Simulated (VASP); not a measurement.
# Fe (Im-3m) in VASP: single point with PBE

Aim: the single point of Fe with PBE.

Program: VASP 6.6.1. These are calculated values, not measurements. Logs are shortened: lines on timing, memory, paths and dates and some standing lists are left out, and cuts for length are marked.

### 1 The cell of the first run

It takes space group Im-3m (No. 229, cubic). Conventional cell: a = 2.866 Å, b = 2.866 Å, c = 2.866 Å, α = 90.00°, β = 90.00°, γ = 90.00°. Within 3.3 Å of Fe (site symmetry m-3m) lie 14 Fe at 2.48 to 2.87 Å.

### 2 Single point, PBE, collinear spin, antiferromagnetic start

INCAR reads:

```
SYSTEM = Fe
ALGO = Normal ; EDIFF = 1E-6
ENCUT = 600 ; GGA = PE
GGA_COMPAT = .False. ; ISIF = 2
ISMEAR = -1 ; ISPIN = 2
LASPH = .True. ; LCHARG = .False.
LMAXMIX = 4 ; LORBIT = 11
LREAL = .False. ; LWAVE = .False.
MAGMOM = 2.2 -2.2 ; NBANDS = 19
NELM = 200 ; PREC = Accurate
SIGMA = 0.05
```

KPOINTS reads:

```
k-points
0
Gamma
  6 6 6
  0 0 0
```

POSCAR reads:

```
Fe
1.0
    2.8660000000      0.0000000000      0.0000000000
    0.0000000000      2.8660000000      0.0000000000
    0.0000000000      0.0000000000      2.8660000000
Fe
2
Direct
    0.0000000000      0.0000000000      0.0000000000
    0.5000000000      0.5000000000      0.5000000000
```

Potentials or basis: VASP PAW PBE potentials, release 64 (Fe).

Started as:

```bash
> cat potpaw_PBE.64/Fe/POTCAR > POTCAR
> mpirun -np 1 vasp_std > vasp.out
```

OUTCAR:

```text
SYSTEM = Fe
   EDIFF = 1E-6
   ENCUT = 600
   GGA = PE
   ISIF = 2
   ISMEAR = -1
   ISPIN = 2
   LASPH = .True.
   LORBIT = 11
   LREAL = .False.
   NELM = 200
   PREC = Accurate

 ion  position               nearest neighbor table
   1  0.000  0.000  0.000-   2 2.48   2 2.48   2 2.48   2 2.48   2 2.48   2 2.48   2 2.48   2 2.48

   2  0.500  0.500  0.500-   1 2.48   1 2.48   1 2.48   1 2.48   1 2.48   1 2.48   1 2.48   1 2.48

  LATTYP: Found a simple cubic cell.
 ALAT       =     2.8660000000

  Lattice vectors:

 A1 = (   2.8660000000,   0.0000000000,   0.0000000000)
 A2 = (   0.0000000000,   2.8660000000,   0.0000000000)
 A3 = (   0.0000000000,   0.0000000000,   2.8660000000)

Analysis of symmetry for initial positions (statically):
=====================================================================
 Subroutine PRICEL returns following result:

  LATTYP: Found a body centered cubic cell.
 ALAT       =     2.8660000000

  Lattice vectors:

 A1 = (   1.4330000000,   1.4330000000,  -1.4330000000)
 A2 = (  -1.4330000000,   1.4330000000,   1.4330000000)
 A3 = (   1.4330000000,  -1.4330000000,   1.4330000000)

   2 primitive cells build up your supercell.

 Routine SETGRP: Setting up the symmetry group for a
 simple cubic supercell.

 Subroutine GETGRP returns: Found 48 space group operations
 (whereof 48 operations were pure point group operations)
 out of a pool of 48 trial point group operations.

The static configuration has the point symmetry O_h .

Analysis of symmetry for dynamics (positions and initial velocities):
=====================================================================
 Subroutine PRICEL returns following result:

  LATTYP: Found a body centered cubic cell.
 ALAT       =     2.8660000000

  Lattice vectors:

 A1 = (   1.4330000000,   1.4330000000,  -1.4330000000)
 A2 = (  -1.4330000000,   1.4330000000,   1.4330000000)
 A3 = (   1.4330000000,  -1.4330000000,   1.4330000000)

   2 primitive cells build up your supercell.

 Routine SETGRP: Setting up the symmetry group for a
 simple cubic supercell.

 Subroutine GETGRP returns: Found 48 space group operations
 (whereof 48 operations were pure point group operations)
 out of a pool of 48 trial point group operations.

The dynamic configuration has the point symmetry O_h .

Analysis of structural, dynamic, and magnetic symmetry:
=====================================================================
 Subroutine PRICEL returns following result:

  LATTYP: Found a body centered cubic cell.
 ALAT       =     2.8660000000

  Lattice vectors:

 A1 = (   1.4330000000,   1.4330000000,  -1.4330000000)
 A2 = (  -1.4330000000,   1.4330000000,   1.4330000000)
 A3 = (   1.4330000000,  -1.4330000000,   1.4330000000)

   2 primitive cells build up your supercell.

 Routine SETGRP: Setting up the symmetry group for a
 simple cubic supercell.

 Subroutine GETGRP returns: Found 48 space group operations
 (whereof 48 operations were pure point group operations)
 out of a pool of 48 trial point group operations.

The overall configuration has the point symmetry O_h .

 Subroutine INISYM returns: Found 48 space group operations
 (whereof 48 operations are pure point group operations),
 and found     2 'primitive' translations

----------------------------------------------------------------------------------------

                                     Primitive cell

  volume of cell :      11.7706

  direct lattice vectors                    reciprocal lattice vectors
     1.433000000  1.433000000 -1.433000000     0.348918353  0.348918353  0.000000000
    -1.433000000  1.433000000  1.433000000     0.000000000  0.348918353  0.348918353
     1.433000000 -1.433000000  1.433000000     0.348918353  0.000000000  0.348918353

  length of vectors
     2.482028807  2.482028807  2.482028807     0.493445067  0.493445067  0.493445067

  position of ions in fractional coordinates (direct lattice)
     0.000000000  0.000000000  0.000000000

  ion indices of the primitive-cell ions
   primitive index   ion index
                 1           1

----------------------------------------------------------------------------------------

 KPOINTS: k-points

Automatic generation of k-mesh.
 Grid dimensions read from file:
 generate k-points for:    6    6    6

 Generating k-lattice:

  Cartesian coordinates                     Fractional coordinates (reciprocal lattice)
     0.058153059  0.000000000  0.000000000     0.166666667  0.000000000  0.000000000
     0.000000000  0.058153059  0.000000000     0.000000000  0.166666667  0.000000000
     0.000000000  0.000000000  0.058153059     0.000000000  0.000000000  0.166666667

  Length of vectors
     0.058153059  0.058153059  0.058153059

  Shift w.r.t. Gamma in fractional coordinates (k-lattice)
     0.000000000  0.000000000  0.000000000

 Subroutine IBZKPT returns following result:
 ===========================================

 Found     20 irreducible k-points:

 Following reciprocal coordinates:
            Coordinates               Weight
  0.000000  0.000000  0.000000      1.000000
  0.166667  0.000000  0.000000      6.000000
  0.333333  0.000000  0.000000      6.000000
  0.500000  0.000000  0.000000      3.000000
  0.166667  0.166667  0.000000     12.000000
  0.333333  0.166667  0.000000     24.000000
[... 12 lines left out ...]
  0.500000  0.500000  0.333333      6.000000
  0.500000  0.500000  0.500000      1.000000
   k-points           NKPTS =     20   k-points in BZ     NKDIM =     20   number of bands    NBANDS=     19
   number of dos      NEDOS =    301   number of ions     NIONS =      2
   total plane-waves  NPLWV =  13824
   dimension x,y,z NGX =    24 NGY =   24 NGZ =   24
   dimension x,y,z NGXF=    48 NGYF=   48 NGZF=   48
   ions per type =               2
   NGX,Y,Z   is equivalent  to a cutoff of  13.92, 13.92, 13.92 a.u.
   NGXF,Y,Z  is equivalent  to a cutoff of  27.84, 27.84, 27.84 a.u.
 SYSTEM =  Fe
   PREC   = accura    normal or accurate (medium, high low for compatibility)
   ISTART =      0    job   : 0-new  1-cont  2-samecut
   ICHARG =      2    charge: 1-file 2-atom 10-const
   ISPIN  =      2    spin polarized calculation?
   LNONCOLLINEAR =      F non collinear calculations
   LSORBIT =      F    spin-orbit coupling
   LASPH  =      T    aspherical Exc in radial PAW
   ENCUT  =  600.0 eV  44.10 Ry    6.64 a.u.   5.72  5.72  5.72*2*pi/ulx,y,z
   NELM   =    200;   NELMIN=  2; NELMDL= -5     # of ELM steps
   EDIFF  = 0.1E-05   stopping-criterion for ELM
   LREAL  =      F    real-space projection
   EDIFFG = 0.1E-04   stopping-criterion for IOM
   NSW    =      0    number of steps for IOM
   IBRION =     -1    ionic relax: 0-MD 1-quasi-New 2-CG
   NFREE  =      0    steps in history (QN), initial steepest desc. (CG)
   ISIF   =      2    stress and relaxation
   ISYM   =      2    0-nonsym 1-usesym 2-fastsym
   POTIM  = 0.5000    time-step for ionic-motion
   TEBEG  =    0.0;   TEEND  =   0.0 temperature during run
   PSTRESS=    0.0 pullay stress
   NELECT =      16.0000    total number of electrons
   NUPDOWN=      -1.0000    fix difference up-down
   EMIN   =  10.00;   EMAX   =-10.00  energy-range for DOS
   EFERMI =   0.00;   METHOD = LEGACY
   ISMEAR =    -1;   SIGMA  =   0.05  broadening in eV -4-tet -1-fermi 0-gaus
   EFERMI_NEDOS =   21; number of points for ismear=-14 and -15
   IALGO  =     38    algorithm
   IMIX   =      4    mixing-type and parameters
     AMIX     =   0.40;   BMIX     =  1.00
     AMIX_MAG =   1.60;   BMIX_MAG =  1.00
  volume/ion in A,a.u.               =      11.77        79.43
  Fermi-wavevector in a.u.,A,eV,Ry     =   1.439368  2.720012 28.188298  2.071781
  Thomas-Fermi vector in A             =   2.558232
   LORBIT       =     11    0 simple, 1 ext, 2 COOP (PROOUT), +10 PAW based schemes
   GGA     = PE    functional components
   LHFCALC =     F    Hartree Fock is set to
   AEXX    =    0.0000 exact exchange contribution
   IVDW    =     0    specifies the selected vdW correction
   LEPSILON=     F    determine dielectric tensor
   LRPA    =     F    only Hartree local field effects (RPA)
 spin polarized calculation
  energy-cutoff  :      600.00
  volume of cell :       23.54
 maximum number of plane-waves:       840
 NGX is ok and might be reduce to    24
   NGX = 11   NGY = 11   NGZ = 11

 number of electron      15.9999992 magnetization      -0.0000000

 number of electron      15.9999992 magnetization       0.0000000

 Free energy of the ion-electron system (eV)
  ---------------------------------------------------
  ext. energy  EPLUGINS =         0.00000000
  ---------------------------------------------------
  free energy    TOTEN  =       -15.57558992 eV

  energy without entropy =      -15.52945053  energy(sigma->0) =      -15.55252022

 E-fermi :   5.7630     XC(G=0): -12.9324

 val. band max:        5.7437017603   @ k =   0.3333   0.1667   0.1667
 cond. band min:       5.7726658458   @ k =   0.1667   0.1667   0.1667
 fundamental gap:      0.0289640855
 Fermi energy:         5.7629623691

 spin component 1

 k-point     1 :       0.0000    0.0000    0.0000
  band No.  band energies     occupation
      1      -2.6854      1.00000
      2       1.5155      1.00000
      3       1.5155      1.00000
      4       3.9491      1.00000
      5       3.9492      1.00000
      6       3.9492      1.00000
[... 416 lines left out ...]
      5       3.4685      1.00000
      6       3.4685      1.00000
[... 11 lines left out ...]
     18      16.6101      0.00000
     19      43.6125      0.00000
 Fermi energy:         5.7629623691

 spin component 2

 k-point     1 :       0.0000    0.0000    0.0000
  band No.  band energies     occupation
      1      -2.6854      1.00000
      2       1.5155      1.00000
      3       1.5155      1.00000
      4       3.9491      1.00000
      5       3.9492      1.00000
      6       3.9492      1.00000
[... 417 lines left out ...]
      6       3.4685      1.00000
[... 11 lines left out ...]
     18      16.6101      0.00000
     19      43.6073      0.00000

------------------------ aborting loop because EDIFF is reached ----------------------------------------

  FORCE on cell =-STRESS in cart. coord.  units (eV):
  Direction    XX          YY          ZZ          XY          YZ          ZX
  --------------------------------------------------------------------------------------
  -------------------------------------------------------------------------------------
  Total       -1.5388778     -1.5388778     -1.5388778     -0.0000000      0.0000000      0.0000000
  in kB     -104.7336303   -104.7336303   -104.7336303     -0.0000000      0.0000000      0.0000000
  external PRESSURE =    -104.7336303 kB  Pullay stress =       0.0000000 kB

 VOLUME and BASIS-vectors are now :
 -----------------------------------------------------------------------------
  energy-cutoff  :      600.00
  volume of cell :       23.54
      direct lattice vectors                 reciprocal lattice vectors
     2.866000000  0.000000000  0.000000000     0.348918353  0.000000000  0.000000000
     0.000000000  2.866000000  0.000000000     0.000000000  0.348918353  0.000000000
     0.000000000  0.000000000  2.866000000     0.000000000  0.000000000  0.348918353

 POSITION                                       TOTAL-FORCE (eV/Angst)
 -----------------------------------------------------------------------------------
      0.00000      0.00000      0.00000         0.000000      0.000000      0.000000
      1.43300      1.43300      1.43300        -0.000000     -0.000000     -0.000000
 -----------------------------------------------------------------------------------
    total drift:                                0.000000      0.000000     -0.000000

  FREE ENERGIE OF THE ION-ELECTRON SYSTEM (eV)
  ---------------------------------------------------
  free  energy   TOTEN  =       -15.5755899239 eV

  energy  without entropy=      -15.5294505255  energy(sigma->0) =      -15.55252022

 total charge

# of ion       s       p       d       tot
------------------------------------------
    1        0.477   0.505   6.218   7.200
    2        0.477   0.505   6.218   7.200
--------------------------------------------------
tot          0.954   1.011  12.436  14.400

 magnetization (x)

# of ion       s       p       d       tot
------------------------------------------
    1        0.023   0.027   1.633   1.684
    2       -0.023  -0.027  -1.633  -1.684
--------------------------------------------------
tot          0.000   0.000   0.000   0.000
```

Wall time 16 s (1 thread of Intel Xeon Platinum 8375C at 2.90GHz (Ice Lake), shared host); peak memory 0.15 GiB.

Results:

- Free energy: -15.5756 eV
- Pressure: -10.5 GPa
- Band gap on the k mesh: zero (filled and empty bands overlap)
- Net moment: 0.00 μB per cell
- Site moments: Fe +1.68, -1.68 μB
- Valence electrons inside the program's atomic spheres: Fe 7.20

Caveat: the k points lie up to 0.37 Å⁻¹ apart, too coarse for converged energies and pressures of a metal.
